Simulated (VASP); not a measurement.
**Sn: single point with r2SCAN**

The system is Sn.

```xyz
1
Lattice="-1.8947 1.8947 1.8947 1.8947 -1.8947 1.8947 1.8947 1.8947 -1.8947" Properties=species:S:1:pos:R:3 pbc="T T T"
Sn    0.0000    0.0000    0.0000
```

| Property | Result |
| --- | --- |
| Program | VASP 6.6.1 |
| Task | single point |
| Functional | r2SCAN |
| Potentials or basis | VASP PAW PBE potentials, release 64 (Sn_d) |
| Cutoff | 520 eV |
| k mesh | 20 × 20 × 20 |
| Occupations | gaussian, width 0.15 eV |
| Spin | no spin polarisation |

```
Pressure               : -0.6 GPa
Band gap on the k mesh : zero (band 7 reaches 16.45 eV, above the bottom of band 8 at 5.42 eV)
```

Levels at points of the mesh, in eV from the Fermi level:
```tsv
k point	band 4	band 5	band 6	band 7	band 8	band 9	band 10	band 11
(0.00, 0.00, 0.00)	-22.11	-22.11	-11.64	8.43	8.43	8.43	12.92	12.92
(0.50, 0.00, 0.00)	-22.12	-22.02	-6.64	-4.68	3.75	5.86	8.57	8.62
(0.50, 0.50, 0.50)	-22.05	-22.05	-2.32	-0.59	-0.59	-0.59	4.19	4.19
```

Run time: 95 s on 1 thread of Intel Xeon 6975P-C, on a shared host, peak memory 0.21 GiB.

Caveat: the PAW data sets were made with another functional, which shifts forces and pressure a little; spin-orbit coupling is left out, which moves the levels of the heavy elements.
